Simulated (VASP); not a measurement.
**H10CO6: single point with PBE**

The system is H10CO6.

```xyz
17
Lattice="6.1963 0.0000 0.0000 0.0000 6.1963 0.0000 0.0000 0.0000 6.1963" Properties=species:S:1:pos:R:3 pbc="T T T"
O     1.1971    2.2247    5.6474
O     4.5609    2.8087    2.8147
O     0.8255    0.1511    4.1457
O     2.0387    3.7072    3.3715
O     5.1027   -0.5073    5.8984
O     4.1172    1.3763    5.1519
H     1.5517    2.8776    5.0082
H     0.4993    2.5998    6.1421
H     4.5369    2.2010    3.6150
H     5.5003    3.0619    2.6683
H     1.0092    0.9944    4.6857
H     0.2713    0.4687    3.4040
H     2.9100    3.5864    2.9755
H     1.8194    4.6382    3.5237
H     5.7407   -0.2771    5.2150
H     3.3126    0.0178    6.5707
C     4.1280    0.3796    5.8645
```

- Program: VASP 6.6.1
- Task: single point
- Functional: PBE
- Potentials or basis: VASP PAW PBE potentials, release 64 (O, H, C)
- Cutoff: 520 eV
- k mesh: 1 × 1 × 1
- Occupations: fermi-dirac, width 0.05 eV
- Spin: no spin polarisation
- Dipole correction: no
- Further INCAR settings: LREAL = Auto; ALGO = Normal; EDIFF = 1e-06; NBANDS = 39

```
Pressure               : 0.7 GPa
Largest force          : 2.317 eV/Å
Band gap on the k mesh : 4.90 eV
```

Forces on the atoms (eV/Å):
```
O    1.539 -1.061 -0.719
O    0.601 -0.567  0.260
O   -0.397 -0.011 -0.307
O   -1.334 -0.432  0.584
O   -0.964 -0.946  1.418
O   -0.335 -0.162  0.205
H    0.191  0.415 -0.327
H   -1.555  0.939  0.874
H    0.113  0.659 -0.546
H   -0.596 -0.130  0.259
H    0.020 -0.180  0.046
H    0.257 -0.110  0.050
H    0.836  0.183 -0.137
H    0.241  0.490 -0.082
H    1.811  0.358 -1.401
H    0.324  0.806 -0.502
C   -0.752 -0.250  0.325
```

Stress tensor (GPa, compression positive):
```
 1.79 -0.76 -0.96
-0.76  0.48  0.74
-0.96  0.74 -0.05
```

Levels at points of the mesh, in eV from the valence-band top:
| k point | band 21 | band 22 | band 23 | band 24 | band 25 | band 26 | band 27 | band 28 | band 29 | band 30 |
| --- | --- | --- | --- | --- | --- | --- | --- | --- | --- | --- |
| (0.00, 0.00, 0.00) | -0.96 | -0.68 | -0.45 | -0.11 | 0.00 | 4.90 | 5.26 | 7.86 | 7.97 | 8.68 |

Run time: 18 s on 1 thread of Intel(R) Xeon(R) Platinum 8488C (Sapphire Rapids) (shared host), peak memory 0.31 GiB.

Caveat: the k points lie up to 1.01 Å⁻¹ apart.
